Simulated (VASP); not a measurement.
# MgO (P1) in VASP: single point with PBE

Aim: the single point of MgO with PBE.

All numbers are computed with VASP 6.6.1; they aren't measurements. Logs are shortened: lines on timing, memory, paths and dates and some standing lists are left out, and cuts for length are marked.

## 1. The cell of the first run

The typed cell holds 4 atoms: a = 3.308 Å, b = 3.308 Å, c = 4.983 Å, α = 90.00°, β = 90.00°, γ = 120.00°.

## 2. Single point, PBE

Contents of INCAR:

```
PREC = Accurate ; ENCUT = 520
EDIFF = 1E-6 ; ISMEAR = 0
SIGMA = 0.05 ; LREAL = False
LASPH = True ; NELM = 60
ALGO = Normal ; ISIF = 2
LWAVE = False ; LCHARG = True
GGA = PE ; LELF = True
LVHAR = True ; NBANDS = 16
```

Contents of KPOINTS:

```
Automatic mesh
0
Gamma
  12 12 6
```

Contents of POSCAR:

```
MgO
1.0
    3.3077869865      0.0000000000      0.0000000000
   -1.6538934933      2.8646275606      0.0000000000
    0.0000000000      0.0000000000      4.9828816700
Mg O
2 2
Direct
    0.3333333300      0.6666666700      0.0021597400
    0.6868167326      0.3650186195      0.4783646262
    0.3333333300      0.6666666700      0.4024402600
    0.6666666700      0.3333333300      0.9024402600
```

Potentials or basis: VASP PAW PBE potentials, release 64 (Mg, O).

The run is started by

```console
$ cat potpaw_PBE.64/Mg/POTCAR potpaw_PBE.64/O/POTCAR > POTCAR
$ mpirun -np 1 vasp_std > vasp.out
```

OUTCAR:

```text
PREC = Accurate
   ENCUT = 520
   EDIFF = 1E-6
   ISMEAR = 0
   LREAL = False
   LASPH = True
   NELM = 60
   ISIF = 2
   GGA = PE

 ion  position               nearest neighbor table
   1  0.333  0.667  0.002-   4 1.97   4 1.97   4 1.97   3 1.99   2 3.01   2 3.03   2 3.10   2 3.20
                             2 3.22   2 3.29
   2  0.687  0.365  0.478-   3 1.89   3 1.92   3 2.04   4 2.12   1 3.01   1 3.03   1 3.10   1 3.20
                             1 3.22   1 3.29
   3  0.333  0.667  0.402-   2 1.89   2 1.92   1 1.99   2 2.04
   4  0.667  0.333  0.902-   1 1.97   1 1.97   1 1.97   2 2.12

  LATTYP: Found a hexagonal cell.
 ALAT       =     3.3077869865
 C/A-ratio  =     1.5064094787

  Lattice vectors:

 A1 = (   3.3077869865,   0.0000000000,   0.0000000000)
 A2 = (  -1.6538934933,   2.8646275606,   0.0000000000)
 A3 = (   0.0000000000,   0.0000000000,   4.9828816700)

Analysis of symmetry for initial positions (statically):
=====================================================================
 Subroutine PRICEL returns:
 Original cell was already a primitive cell.

 Routine SETGRP: Setting up the symmetry group for a
 hexagonal supercell.

 Subroutine GETGRP returns: Found  1 space group operations
 (whereof  1 operations were pure point group operations)
 out of a pool of 24 trial point group operations.

The static configuration has the point symmetry C_1 .

Analysis of symmetry for dynamics (positions and initial velocities):
=====================================================================
 Subroutine PRICEL returns:
 Original cell was already a primitive cell.

 Routine SETGRP: Setting up the symmetry group for a
 hexagonal supercell.

 Subroutine GETGRP returns: Found  1 space group operations
 (whereof  1 operations were pure point group operations)
 out of a pool of 24 trial point group operations.

The dynamic configuration has the point symmetry C_1 .

 Subroutine INISYM returns: Found  1 space group operations
 (whereof  1 operations are pure point group operations),
 and found     1 'primitive' translations

----------------------------------------------------------------------------------------

                                     Primitive cell

  volume of cell :      47.2157

  direct lattice vectors                    reciprocal lattice vectors
     3.307786987  0.000000000  0.000000000     0.302316928  0.174542760  0.000000000
    -1.653893493  2.864627561  0.000000000     0.000000000  0.349085519  0.000000000
     0.000000000  0.000000000  4.982881670     0.000000000  0.000000000  0.200687086

  length of vectors
     3.307786987  3.307786987  4.982881670     0.349085519  0.349085519  0.200687086

  position of ions in fractional coordinates (direct lattice)
     0.333333330  0.666666670  0.002159740
     0.686816733  0.365018619  0.478364626
     0.333333330  0.666666670  0.402440260
     0.666666670  0.333333330  0.902440260

  ion indices of the primitive-cell ions
   primitive index   ion index
                 1           1
                 2           2
                 3           3
                 4           4

----------------------------------------------------------------------------------------

 KPOINTS: Automatic mesh

Automatic generation of k-mesh.
 Grid dimensions read from file:
 generate k-points for:   12   12    6

 Generating k-lattice:

  Cartesian coordinates                     Fractional coordinates (reciprocal lattice)
     0.025193077  0.014545230  0.000000000     0.083333333  0.000000000  0.000000000
     0.000000000  0.029090460  0.000000000     0.000000000  0.083333333  0.000000000
     0.000000000  0.000000000  0.033447848     0.000000000  0.000000000  0.166666667

  Length of vectors
     0.029090460  0.029090460  0.033447848

  Shift w.r.t. Gamma in fractional coordinates (k-lattice)
     0.000000000  0.000000000  0.000000000

 Subroutine IBZKPT returns following result:
 ===========================================

 Found    436 irreducible k-points:

 Following reciprocal coordinates:
            Coordinates               Weight
  0.000000  0.000000  0.000000      1.000000
  0.083333  0.000000  0.000000      2.000000
  0.000000  0.083333  0.000000      2.000000
 -0.083333  0.083333  0.000000      2.000000
  0.166667  0.000000  0.000000      2.000000
  0.000000  0.166667  0.000000      2.000000
[... 16 lines left out ...]
  0.166667  0.083333  0.000000      2.000000
 -0.083333  0.250000  0.000000      2.000000
 [... further k-points ...]
   k-points           NKPTS =    436   k-points in BZ     NKDIM =    436   number of bands    NBANDS=     16
   number of dos      NEDOS =    301   number of ions     NIONS =      4
   total plane-waves  NPLWV =  31360
   dimension x,y,z NGX =    28 NGY =   28 NGZ =   40
   dimension x,y,z NGXF=    56 NGYF=   56 NGZF=   80
   ions per type =               2   2
   NGX,Y,Z   is equivalent  to a cutoff of  14.07, 14.07, 13.35 a.u.
   NGXF,Y,Z  is equivalent  to a cutoff of  28.15, 28.15, 26.69 a.u.
 SYSTEM =  unknown system
   PREC   = accura    normal or accurate (medium, high low for compatibility)
   ISTART =      0    job   : 0-new  1-cont  2-samecut
   ICHARG =      2    charge: 1-file 2-atom 10-const
   ISPIN  =      1    spin polarized calculation?
   LNONCOLLINEAR =      F non collinear calculations
   LSORBIT =      F    spin-orbit coupling
   LASPH  =      T    aspherical Exc in radial PAW
   ENCUT  =  520.0 eV  38.22 Ry    6.18 a.u.   6.15  6.15  9.26*2*pi/ulx,y,z
   NELM   =     60;   NELMIN=  2; NELMDL= -5     # of ELM steps
   EDIFF  = 0.1E-05   stopping-criterion for ELM
   LREAL  =      F    real-space projection
   EDIFFG = 0.1E-04   stopping-criterion for IOM
   NSW    =      0    number of steps for IOM
   IBRION =     -1    ionic relax: 0-MD 1-quasi-New 2-CG
   NFREE  =      0    steps in history (QN), initial steepest desc. (CG)
   ISIF   =      2    stress and relaxation
   ISYM   =      2    0-nonsym 1-usesym 2-fastsym
   POTIM  = 0.5000    time-step for ionic-motion
   TEBEG  =    0.0;   TEEND  =   0.0 temperature during run
   PSTRESS=    0.0 pullay stress
   NELECT =      16.0000    total number of electrons
   NUPDOWN=      -1.0000    fix difference up-down
   EMIN   =  10.00;   EMAX   =-10.00  energy-range for DOS
   EFERMI =   0.00;   METHOD = LEGACY
   ISMEAR =     0;   SIGMA  =   0.05  broadening in eV -4-tet -1-fermi 0-gaus
   EFERMI_NEDOS =   21; number of points for ismear=-14 and -15
   IALGO  =     38    algorithm
   IMIX   =      4    mixing-type and parameters
     AMIX     =   0.40;   BMIX     =  1.00
     AMIX_MAG =   1.60;   BMIX_MAG =  1.00
  volume/ion in A,a.u.               =      11.80        79.66
  Fermi-wavevector in a.u.,A,eV,Ry     =   1.141351  2.156842 17.724080  1.302683
  Thomas-Fermi vector in A             =   2.278052
   LORBIT       =      0    0 simple, 1 ext, 2 COOP (PROOUT), +10 PAW based schemes
   GGA     = PE    functional components
   LHFCALC =     F    Hartree Fock is set to
   AEXX    =    0.0000 exact exchange contribution
   IVDW    =     0    specifies the selected vdW correction
   LEPSILON=     F    determine dielectric tensor
   LRPA    =     F    only Hartree local field effects (RPA)
 non-spin polarized calculation
 Gauss-broadening in eV      SIGMA  =   0.05
  energy-cutoff  :      520.00
  volume of cell :       47.22
 maximum number of plane-waves:      1303
 NGX is ok and might be reduce to    28
   NGX = 13   NGY = 13   NGZ = 19

 number of electron      15.9999997 magnetization

 Free energy of the ion-electron system (eV)
  ---------------------------------------------------
  ext. energy  EPLUGINS =         0.00000000
  ---------------------------------------------------
  free energy    TOTEN  =       -23.40079784 eV

  energy without entropy =      -23.40079784  energy(sigma->0) =      -23.40079784

 E-fermi :   1.4580     XC(G=0):  -9.7452

 val. band max:        1.2432703383   @ k =   0.0000   0.0000   0.0000
 cond. band min:       4.5966789781   @ k =   0.0000   0.0000   0.0000
 fundamental gap:      3.3534086398
 Fermi energy:         1.4579906411

 k-point     1 :       0.0000    0.0000    0.0000
  band No.  band energies     occupation
      1     -15.1748      2.00000
      2     -14.2558      2.00000
      3      -2.1302      2.00000
      4       0.1449      2.00000
      5       0.2892      2.00000
      6       0.7911      2.00000
[... 8 lines left out ...]
     15      17.5318      0.00000
     16      17.5855      0.00000

 k-point     2 :       0.0833    0.0000    0.0000
  band No.  band energies     occupation
      1     -15.1406      2.00000
      2     -14.2423      2.00000
      3      -2.0630      2.00000
      4      -0.0096      2.00000
      5       0.2374      2.00000
      6       0.5782      2.00000
[... 8 lines left out ...]
     15      17.4845      0.00000
     16      17.6962      0.00000

 k-point     3 :       0.0000    0.0833    0.0000
  band No.  band energies     occupation
      1     -15.1412      2.00000
      2     -14.2425      2.00000
      3      -2.0630      2.00000
      4       0.1006      2.00000
      5       0.1192      2.00000
      6       0.5923      2.00000
[... 8 lines left out ...]
     15      17.6168      0.00000
     16      17.6416      0.00000

 k-point     4 :      -0.0833    0.0833    0.0000
  band No.  band energies     occupation
      1     -15.1407      2.00000
      2     -14.2423      2.00000
      3      -2.0630      2.00000
      4      -0.0020      2.00000
      5       0.2285      2.00000
      6       0.5811      2.00000
[... 8 lines left out ...]
     15      17.4889      0.00000
     16      17.7022      0.00000
[... 324 lines left out ...]
 k-point    22 :      -0.1667    0.0833    0.0000
  band No.  band energies     occupation
      1     -15.0755      2.00000
      2     -14.2183      2.00000
      3      -1.9317      2.00000
      4      -0.3110      2.00000
      5       0.0806      2.00000
      6       0.3648      2.00000
[... 8 lines left out ...]
     15      16.7219      0.00000
     16      17.0812      0.00000

 k-point    23 :       0.1667    0.0833    0.0000
  band No.  band energies     occupation
      1     -14.9606      2.00000
      2     -14.1793      2.00000
      3      -1.6834      2.00000
      4      -0.7607      2.00000
      5      -0.2628      2.00000
      6       0.1253      2.00000
[... 8 lines left out ...]
     15      15.9743      0.00000
     16      16.7740      0.00000

 k-point    24 :      -0.0833    0.2500    0.0000
  band No.  band energies     occupation
      1     -14.9628      2.00000
      2     -14.1795      2.00000
      3      -1.6835      2.00000
      4      -0.7203      2.00000
      5      -0.2886      2.00000
      6       0.1006      2.00000
[... 8 lines left out ...]
     15      15.9636      0.00000
     16      16.7823      0.00000

 [... further k-points ...]
[... 5 lines left out ...]
  --------------------------------------------------------------------------------------
  -------------------------------------------------------------------------------------
  Total        2.4713151      0.6805944     -0.0986041      0.1723655     -0.2755423     -0.0748942
  in kB       83.8595305     23.0947189     -3.3459489      5.8489054     -9.3500224     -2.5413956
  external PRESSURE =      34.5361001 kB  Pullay stress =       0.0000000 kB

 VOLUME and BASIS-vectors are now :
 -----------------------------------------------------------------------------
  energy-cutoff  :      520.00
  volume of cell :       47.22
      direct lattice vectors                 reciprocal lattice vectors
     3.307786987  0.000000000  0.000000000     0.302316928  0.174542760  0.000000000
    -1.653893493  2.864627561  0.000000000     0.000000000  0.349085519  0.000000000
     0.000000000  0.000000000  4.982881670     0.000000000  0.000000000  0.200687086

 POSITION                                       TOTAL-FORCE (eV/Angst)
 -----------------------------------------------------------------------------------
     -0.00000      1.90975      0.01076         0.010977      0.051451     -0.580705
      1.66814      1.04564      2.38363        -0.242079     -0.994804      1.140814
     -0.00000      1.90975      2.00531         0.217212      0.856360     -0.415659
      1.65389      0.95488      4.49675         0.013890      0.086994     -0.144449
 -----------------------------------------------------------------------------------
    total drift:                                0.000018      0.000099      0.000856

  FREE ENERGIE OF THE ION-ELECTRON SYSTEM (eV)
  ---------------------------------------------------
  free  energy   TOTEN  =       -23.4007978364 eV

  energy  without entropy=      -23.4007978364  energy(sigma->0) =      -23.40079784
```

Run time: 4.6 min. Hardware: 1 thread of Intel Xeon Platinum 8259CL at 2.50GHz (Skylake/Cascade Lake), shared host; peak memory 0.42 GiB.

What came out:

* Free energy: -23.4008 eV
* Pressure: 3.5 GPa
* Largest force: 1.533 eV/Å
* Band gap on the k mesh: 3.35 eV, direct

Forces on the atoms (eV/Å):
```
Mg   0.011  0.051 -0.581
Mg  -0.242 -0.995  1.141
O    0.217  0.856 -0.416
O    0.014  0.087 -0.144
```

Caveat: forces of over 1 eV/Å act on the atoms, so gaps and moduli don't describe the material at rest. A k mesh can miss the band edges.
